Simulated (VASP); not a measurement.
# Cu (P1) in VASP: notebook

Cu is run at these levels: LDA; tasks: single point.

Everything below comes from runs of VASP 6.6.1. Logs are shortened: lines on timing, memory, paths and dates and some standing lists are left out, and cuts for length are marked.

**1. The cell of the first run**

The typed cell holds 4 atoms: a = 2.527 Å, b = 2.527 Å, c = 8.248 Å, α = 90.00°, β = 90.00°, γ = 120.00°.

**2. Single point, LDA**

Contents of INCAR:

```
SYSTEM = Cu
PREC     = Accurate       ! precision mode
ENCUT    = 600            ! plane-wave cutoff, eV
EDIFF    = 1E-6           ! SCF threshold, eV
ISMEAR   = -1             ! smearing method
SIGMA    = 0.1            ! smearing width, eV
LREAL    = .False.        ! projectors in reciprocal space
LASPH    = .True.         ! aspherical terms in the spheres
NELM     = 120            ! most SCF steps
ALGO     = Normal         ! electronic algorithm
ISIF     = 2              ! what is computed and relaxed
LWAVE    = .False.        ! write WAVECAR
LCHARG   = .False.        ! write CHGCAR
GGA      = CA             ! functional
NBANDS   = 30             ! bands
GGA_COMPAT= .False.
```

Contents of KPOINTS:

```
Automatic mesh
0
Gamma
  7 7 2
  0 0 0
```

Contents of POSCAR:

```
Cu
1.0
    2.5265350172      0.0000000000      0.0000000000
   -1.2632675086      2.1880510449      0.0000000000
    0.0000000000      0.0000000000      8.2480272865
Cu
4
Direct
    0.9925800000      0.9985900000      0.9998000000
    0.3240000000      0.6569400000      0.2506100000
    0.0082400000      0.0061200000      0.5010500000
    0.6724400000      0.3369600000      0.7519600000
```

Potentials or basis: VASP PAW LDA potentials, release 64 (Cu).

The run is started by

```
$ cat potpaw_LDA.64/Cu/POTCAR > POTCAR
$ mpirun -np 1 vasp_std > vasp.out
```

OUTCAR:

```text
SYSTEM = Cu
   PREC = Accurate
   ENCUT = 600
   EDIFF = 1E-6
   ISMEAR = -1
   LREAL = .False.
   LASPH = .True.
   NELM = 120
   ISIF = 2
   GGA = CA

 ion  position               nearest neighbor table
   1  0.993  0.999  1.000-   4 2.50   4 2.51   2 2.52   4 2.53   2 2.53   2 2.54
   2  0.324  0.657  0.251-   3 2.51   1 2.52   3 2.53   1 2.53   1 2.54   3 2.55
   3  0.008  0.006  0.501-   2 2.51   2 2.53   4 2.53   4 2.53   4 2.54   2 2.55
   4  0.672  0.337  0.752-   1 2.50   1 2.51   1 2.53   3 2.53   3 2.53   3 2.54

  LATTYP: Found a hexagonal cell.
 ALAT       =     2.5265350172
 C/A-ratio  =     3.2645608433

  Lattice vectors:

 A1 = (   2.5265350172,   0.0000000000,   0.0000000000)
 A2 = (  -1.2632675086,   2.1880510449,   0.0000000000)
 A3 = (   0.0000000000,   0.0000000000,   8.2480272865)

Analysis of symmetry for initial positions (statically):
=====================================================================
 Subroutine PRICEL returns:
 Original cell was already a primitive cell.

 Routine SETGRP: Setting up the symmetry group for a
 hexagonal supercell.

 Subroutine GETGRP returns: Found  1 space group operations
 (whereof  1 operations were pure point group operations)
 out of a pool of 24 trial point group operations.

The static configuration has the point symmetry C_1 .

Analysis of symmetry for dynamics (positions and initial velocities):
=====================================================================
 Subroutine PRICEL returns:
 Original cell was already a primitive cell.

 Routine SETGRP: Setting up the symmetry group for a
 hexagonal supercell.

 Subroutine GETGRP returns: Found  1 space group operations
 (whereof  1 operations were pure point group operations)
 out of a pool of 24 trial point group operations.

The dynamic configuration has the point symmetry C_1 .

 Subroutine INISYM returns: Found  1 space group operations
 (whereof  1 operations are pure point group operations),
 and found     1 'primitive' translations

----------------------------------------------------------------------------------------

                                     Primitive cell

  volume of cell :      45.5966

  direct lattice vectors                    reciprocal lattice vectors
     2.526535017  0.000000000  0.000000000     0.395798987  0.228513865  0.000000000
    -1.263267509  2.188051045  0.000000000     0.000000000  0.457027729  0.000000000
     0.000000000  0.000000000  8.248027286     0.000000000  0.000000000  0.121241112

  length of vectors
     2.526535017  2.526541544  8.248027286     0.457028910  0.457027729  0.121241112

  position of ions in fractional coordinates (direct lattice)
     0.992580000  0.998590000  0.999800000
     0.324000000  0.656940000  0.250610000
     0.008240000  0.006120000  0.501050000
     0.672440000  0.336960000  0.751960000

  ion indices of the primitive-cell ions
   primitive index   ion index
                 1           1
                 2           2
                 3           3
                 4           4

----------------------------------------------------------------------------------------

 KPOINTS: Automatic mesh

Automatic generation of k-mesh.
 Grid dimensions read from file:
 generate k-points for:    7    7    2

 Generating k-lattice:

  Cartesian coordinates                     Fractional coordinates (reciprocal lattice)
     0.056542712  0.032644838  0.000000000     0.142857143  0.000000000  0.000000000
     0.000000000  0.065289676  0.000000000     0.000000000  0.142857143  0.000000000
     0.000000000  0.000000000  0.060620556     0.000000000  0.000000000  0.500000000

  Length of vectors
     0.065289844  0.065289676  0.060620556

  Shift w.r.t. Gamma in fractional coordinates (k-lattice)
     0.000000000  0.000000000  0.000000000

 Subroutine IBZKPT returns following result:
 ===========================================

 Found     50 irreducible k-points:

 Following reciprocal coordinates:
            Coordinates               Weight
  0.000000  0.000000  0.000000      1.000000
  0.142857  0.000000  0.000000      2.000000
  0.000000  0.142857  0.000000      2.000000
 -0.142857  0.142857  0.000000      2.000000
  0.285714  0.000000  0.000000      2.000000
  0.000000  0.285714  0.000000      2.000000
[... 16 lines left out ...]
  0.285714  0.285714  0.000000      2.000000
 -0.285714 -0.428571  0.000000      2.000000
 [... further k-points ...]
   k-points           NKPTS =     50   k-points in BZ     NKDIM =     50   number of bands    NBANDS=     30
   number of dos      NEDOS =    301   number of ions     NIONS =      4
   total plane-waves  NPLWV =  28000
   dimension x,y,z NGX =    20 NGY =   20 NGZ =   70
   dimension x,y,z NGXF=    40 NGYF=   40 NGZF=  140
   ions per type =               4
   NGX,Y,Z   is equivalent  to a cutoff of  13.16, 13.16, 14.11 a.u.
   NGXF,Y,Z  is equivalent  to a cutoff of  26.32, 26.32, 28.22 a.u.
 SYSTEM =  Cu
   PREC   = accura    normal or accurate (medium, high low for compatibility)
   ISTART =      0    job   : 0-new  1-cont  2-samecut
   ICHARG =      2    charge: 1-file 2-atom 10-const
   ISPIN  =      1    spin polarized calculation?
   LNONCOLLINEAR =      F non collinear calculations
   LSORBIT =      F    spin-orbit coupling
   LASPH  =      T    aspherical Exc in radial PAW
   ENCUT  =  600.0 eV  44.10 Ry    6.64 a.u.   5.05  5.05 16.47*2*pi/ulx,y,z
   NELM   =    120;   NELMIN=  2; NELMDL= -5     # of ELM steps
   EDIFF  = 0.1E-05   stopping-criterion for ELM
   LREAL  =      F    real-space projection
   EDIFFG = 0.1E-04   stopping-criterion for IOM
   NSW    =      0    number of steps for IOM
   IBRION =     -1    ionic relax: 0-MD 1-quasi-New 2-CG
   NFREE  =      0    steps in history (QN), initial steepest desc. (CG)
   ISIF   =      2    stress and relaxation
   ISYM   =      2    0-nonsym 1-usesym 2-fastsym
   POTIM  = 0.5000    time-step for ionic-motion
   TEBEG  =    0.0;   TEEND  =   0.0 temperature during run
   PSTRESS=    0.0 pullay stress
   NELECT =      44.0000    total number of electrons
   NUPDOWN=      -1.0000    fix difference up-down
   EMIN   =  10.00;   EMAX   =-10.00  energy-range for DOS
   EFERMI =   0.00;   METHOD = LEGACY
   ISMEAR =    -1;   SIGMA  =   0.10  broadening in eV -4-tet -1-fermi 0-gaus
   EFERMI_NEDOS =   21; number of points for ismear=-14 and -15
   IALGO  =     38    algorithm
   IMIX   =      4    mixing-type and parameters
     AMIX     =   0.40;   BMIX     =  1.00
     AMIX_MAG =   1.60;   BMIX_MAG =  1.00
  volume/ion in A,a.u.               =      11.40        76.93
  Fermi-wavevector in a.u.,A,eV,Ry     =   1.617763  3.057128 35.608563  2.617156
  Thomas-Fermi vector in A             =   2.712135
   LORBIT       =      0    0 simple, 1 ext, 2 COOP (PROOUT), +10 PAW based schemes
   GGA     = CA    functional components
   LHFCALC =     F    Hartree Fock is set to
   AEXX    =    0.0000 exact exchange contribution
   IVDW    =     0    specifies the selected vdW correction
   LEPSILON=     F    determine dielectric tensor
   LRPA    =     F    only Hartree local field effects (RPA)
 non-spin polarized calculation
  energy-cutoff  :      600.00
  volume of cell :       45.60
 maximum number of plane-waves:      1535
   NGX = 11   NGY = 11   NGZ = 33

 number of electron      44.0000005 magnetization

 Free energy of the ion-electron system (eV)
  ---------------------------------------------------
  ext. energy  EPLUGINS =         0.00000000
  ---------------------------------------------------
  free energy    TOTEN  =       -18.85241591 eV

  energy without entropy =      -18.82069129  energy(sigma->0) =      -18.83655360

 E-fermi :   7.7459     XC(G=0): -13.3112

 val. band max:        7.7289978033   @ k =   0.0000   0.4286   0.0000
 cond. band min:       7.7486412385   @ k =  -0.4286   0.4286   0.0000
 fundamental gap:      0.0196434351
 Fermi energy:         7.7459479329

 k-point     1 :       0.0000    0.0000    0.0000
  band No.  band energies     occupation
      1      -1.8311      2.00000
      2       0.3201      2.00000
      3       0.3559      2.00000
      4       2.4588      2.00000
      5       4.3195      2.00000
      6       4.3475      2.00000
[... 22 lines left out ...]
     29      30.0118      0.00000
     30      30.0883      0.00000

 k-point     2 :       0.1429    0.0000    0.0000
  band No.  band energies     occupation
      1      -1.1629      2.00000
      2       0.9032      2.00000
      3       0.9376      2.00000
      4       2.8291      2.00000
      5       4.0834      2.00000
      6       4.2041      2.00000
[... 22 lines left out ...]
     29      25.4147      0.00000
     30      25.4706      0.00000

 k-point     3 :       0.0000    0.1429    0.0000
  band No.  band energies     occupation
      1      -1.1624      2.00000
      2       0.9040      2.00000
      3       0.9383      2.00000
      4       2.8323      2.00000
      5       4.0747      2.00000
      6       4.1942      2.00000
[... 22 lines left out ...]
     29      25.4254      0.00000
     30      25.4811      0.00000

 k-point     4 :      -0.1429    0.1429    0.0000
  band No.  band energies     occupation
      1      -1.1626      2.00000
      2       0.9037      2.00000
      3       0.9380      2.00000
      4       2.8311      2.00000
      5       4.0783      2.00000
      6       4.1981      2.00000
[... 22 lines left out ...]
     29      25.4203      0.00000
     30      25.4776      0.00000

 k-point     5 :       0.2857    0.0000    0.0000
  band No.  band energies     occupation
      1       0.6559      2.00000
      2       2.1726      2.00000
      3       2.2019      2.00000
      4       3.3047      2.00000
      5       3.7561      2.00000
      6       3.8586      2.00000
[... 22 lines left out ...]
     29      22.4853      0.00000
     30      22.6074      0.00000
[... 526 lines left out ...]
     29      17.2729      0.00000
     30      18.3529      0.00000

 k-point    22 :       0.4286    0.4286    0.0000
  band No.  band energies     occupation
      1       2.7824      2.00000
      2       2.8657      2.00000
      3       3.1971      2.00000
      4       3.4068      2.00000
      5       3.6271      2.00000
      6       3.6871      2.00000
[... 22 lines left out ...]
     29      17.2744      0.00000
     30      18.3974      0.00000

 k-point    23 :       0.2857    0.2857    0.0000
  band No.  band energies     occupation
      1       3.3454      2.00000
      2       3.3616      2.00000
      3       3.3733      2.00000
      4       3.4732      2.00000
      5       3.6548      2.00000
      6       3.6695      2.00000
[... 22 lines left out ...]
     29      15.7683      0.00000
     30      17.1981      0.00000

 k-point    24 :      -0.2857   -0.4286    0.0000
  band No.  band energies     occupation
      1       3.3391      2.00000
      2       3.3562      2.00000
      3       3.3740      2.00000
      4       3.4771      2.00000
      5       3.6555      2.00000
      6       3.6713      2.00000
[... 22 lines left out ...]
     29      15.7607      0.00000
     30      17.2060      0.00000

 [... further k-points ...]
[... 5 lines left out ...]
  --------------------------------------------------------------------------------------
  -------------------------------------------------------------------------------------
  Total       -2.0581875     -1.9220858     -1.9570458     -0.0534423     -0.0010881      0.0061377
  in kB      -72.3207062    -67.5383566    -68.7667832     -1.8778578     -0.0382344      0.2156660
  external PRESSURE =     -69.5419486 kB  Pullay stress =       0.0000000 kB

 VOLUME and BASIS-vectors are now :
 -----------------------------------------------------------------------------
  energy-cutoff  :      600.00
  volume of cell :       45.60
      direct lattice vectors                 reciprocal lattice vectors
     2.526535017  0.000000000  0.000000000     0.395798987  0.228513865  0.000000000
    -1.263267509  2.188051045  0.000000000     0.000000000  0.457027729  0.000000000
     0.000000000  0.000000000  8.248027286     0.000000000  0.000000000  0.121241112

 POSITION                                       TOTAL-FORCE (eV/Angst)
 -----------------------------------------------------------------------------------
      1.24630      2.18497      8.24638         0.024071     -0.006768      0.093288
     -0.01129      1.43742      2.06704         0.010470      0.037825     -0.004739
      0.01309      0.01339      4.13267        -0.017616     -0.030533      0.007704
      1.27327      0.73729      6.20219        -0.016925     -0.000524     -0.096253
 -----------------------------------------------------------------------------------
    total drift:                                0.000797     -0.000764      0.000204

  FREE ENERGIE OF THE ION-ELECTRON SYSTEM (eV)
  ---------------------------------------------------
  free  energy   TOTEN  =       -18.8524159124 eV

  energy  without entropy=      -18.8206912850  energy(sigma->0) =      -18.83655360
```

Run time: 46 s. Hardware: 1 thread of Intel Xeon Platinum 8488C (Sapphire Rapids), shared host; peak memory 0.18 GiB.

Results:

* Free energy: -18.8524 eV
* Pressure: -7.0 GPa
* Largest force: 0.098 eV/Å
* Band gap on the k mesh: zero (band 22 reaches 10.24 eV, above the bottom of band 23 at 5.92 eV)

Forces on the atoms (eV/Å):
```
Cu   0.024 -0.007  0.093
Cu   0.010  0.038 -0.005
Cu  -0.018 -0.031  0.008
Cu  -0.017 -0.001 -0.096
```

Stress tensor (GPa, compression positive):
```
-7.23 -0.19  0.02
-0.19 -6.75  0.00
 0.02  0.00 -6.88
```

Caveat: the k points lie up to 0.41 Å⁻¹ apart.

**3. Single point, LDA**

This run uses another cell than the first one, of 11.46 Å³/atom, 1.005 times its volume.

Contents of INCAR:

```
SYSTEM = Cu
  ALGO = Normal
  EDIFF = 1E-6
  ENCUT = 600
  GGA_COMPAT = .False.
  ISIF = 2
  ISMEAR = -1
  LASPH = .True.
  LCHARG = .True.
  LELF = .True.
  LREAL = .False.
  LVHAR = .True.
  LWAVE = .False.
  NBANDS = 30
  NELM = 120
  PREC = Accurate
  SIGMA = 0.1
```

Contents of KPOINTS:

```
k-points
0
Gamma
  7 7 2
  0 0 0
```

Contents of POSCAR:

```
Cu
1.0
    2.5307600000      0.0000000000      0.0000000000
   -1.2653800000      2.1917100000      0.0000000000
    0.0000000000      0.0000000000      8.2618200000
Cu
4
Direct
    0.9925800000      0.9985900000      0.9998000000
    0.3240000000      0.6569400000      0.2506100000
    0.0082400000      0.0061200000      0.5010500000
    0.6724400000      0.3369600000      0.7519600000
```

Potentials or basis: VASP PAW LDA potentials, release 64 (Cu).

The run is started by

```
$ cat potpaw_LDA.64/Cu/POTCAR > POTCAR
$ mpirun -np 1 vasp_std > vasp.out
```

It took 46 s on 1 thread of Intel Xeon Platinum 8488C (Sapphire Rapids), shared host; peak memory 0.18 GiB.

The run converged. Its results:

* Free energy: -18.8418 eV
* Pressure: -7.7 GPa
* Largest force: 0.095 eV/Å
* Band gap on the k mesh: zero (band 22 reaches 10.17 eV, above the bottom of band 23 at 5.86 eV)

Forces on the atoms (eV/Å):
```
Cu   0.024 -0.007  0.091
Cu   0.010  0.037 -0.004
Cu  -0.017 -0.030  0.007
Cu  -0.017  0.000 -0.094
```

Stress tensor (GPa, compression positive):
```
-7.95 -0.18  0.02
-0.18 -7.48  0.00
 0.02  0.00 -7.59
```

Levels at points of the mesh, in eV from the Fermi level:
```csv
k point,band 18,band 19,band 20,band 21,band 22,band 23,band 24,band 25,band 26,band 27
"(0.00, 0.00, 0.00)",-2.19,-2.18,-2.00,-1.99,-1.72,-1.69,-1.02,3.92,12.70,12.79
"(0.00, 0.00, 0.50)",-2.31,-2.30,-2.27,-1.84,-1.83,-1.82,-1.81,7.06,7.13,19.15
```

Caveat: the k points lie up to 0.41 Å⁻¹ apart.
